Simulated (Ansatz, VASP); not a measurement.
**MgI2 in VASP and in Ansatz**

```
Mg I
1.0
     4.15370    0.00000    0.00000
    -2.07685    3.59721    0.00000
     0.00000    0.00000    6.86200
Mg I
1 2
Cartesian
  0.0000 0.0000 0.0000
  0.0000 2.3981 5.1919
  2.0769 1.1991 1.6701
```

Alike in both runs: functional PBE; k mesh 8 × 8 × 4; occupations fermi-dirac, width 0.02 eV; no spin polarisation.

Ansatz relaxed the structure, and its values are those at the end. VASP's run is a single point on that final structure, the one shown.

|  | VASP | Ansatz |
| --- | --- | --- |
| version | VASP 6.6.1 | Ansatz 0.2.0 |
| potentials or method | VASP PAW PBE potentials, release 64 (Mg, I) | plane-wave PAW, scalar-relativistic |
| plane-wave cutoff (eV) | 520 | 420 |
| valence electrons in the cell | 16 | 44 |

Ansatz gave:

| Quantity | Value |
| --- | --- |
| gap on the k mesh at the Fermi level (eV) | 3.52 |
| pressure (GPa) | 1.2 |
| rms of the force components (eV/Å) | 0.000 |

Q: What did VASP give for the same quantities?

A: gap on the k mesh at the Fermi level (eV): 3.50; pressure (GPa): 1.1; rms of the force components (eV/Å): 0.005.

VASP's potentials hold 16 valence electrons a cell and Ansatz's 44, so a difference there can come from the potentials and not from the codes. Ansatz's warnings: stress scf threshold loose.

Neither program's run includes spin-orbit coupling.
